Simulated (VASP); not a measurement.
Write the native input for VASP 6.6.1 that does the following.

* Task: single point
* Functional: PBEsol
* Dispersion: D3(BJ)
* Potentials or basis: VASP PAW PBE potentials, release 64 (In_d, O)
* Cutoff: 520 eV
* k mesh: 12 × 12 × 4
* Occupations: gaussian, width 0.05 eV
* Spin: no spin polarisation
* Dipole correction: no
* Further INCAR settings: ALGO = Normal; EDIFF = 1e-07; NBANDS = 27

The structure of InO lies in POSCAR:

```
InO
1.0
    3.1761446390      0.0000000000      0.0000000000
   -1.5880723195      2.7506219435      0.0000000000
    0.0000000000      0.0000000000     17.8240367590
In O
2 2
Direct
    0.6666666667      0.3333333333      0.5886730781
    0.6666666667      0.3333333333      0.4113269219
    0.0000000000      0.0000000000      0.6398171659
    0.0000000000      0.0000000000      0.3601828341
```

This cell differs from its parent crystal: ratio of the length along z to the lengths across it x 1.2, volume and fractional coordinates fixed.

These files were run (other wordings do the same):

INCAR

```
ALGO = Normal ; EDIFF = 1E-7
ENCUT = 520 ; GGA = PS
ISIF = 2 ; ISMEAR = 0
IVDW = 12 ; LASPH = T
LCHARG = F ; LREAL = F
LWAVE = F ; NBANDS = 27
NELM = 60 ; PREC = Accurate
SIGMA = 0.05
```

KPOINTS

```
k-points
0
Gamma
  12 12 4
```

Potentials or basis: VASP PAW PBE potentials, release 64 (In_d, O).

Run with:

```sh
$ cat potpaw_PBE.64/In_d/POTCAR potpaw_PBE.64/O/POTCAR > POTCAR
$ mpirun -np 1 vasp_std > vasp.out
```

It gave:

```json
{"Largest force": "1.532 eV/Å", "Band gap on the k mesh": "zero (bands 19 and 20 overlap by 0.39 eV)", "Dispersion energy per atom": "-0.141 eV"}
```

Caveat: there is no dipole correction, which matters where the two faces differ; the PAW data sets were made with another functional, which shifts forces and pressure a little; spin-orbit coupling is left out, which moves the levels of the heavy elements.

Wall time 3.3 min on 1 thread of AMD EPYC 9R45 96-Core Processor (Zen 5), with other jobs on the host, peak memory 0.37 GiB.
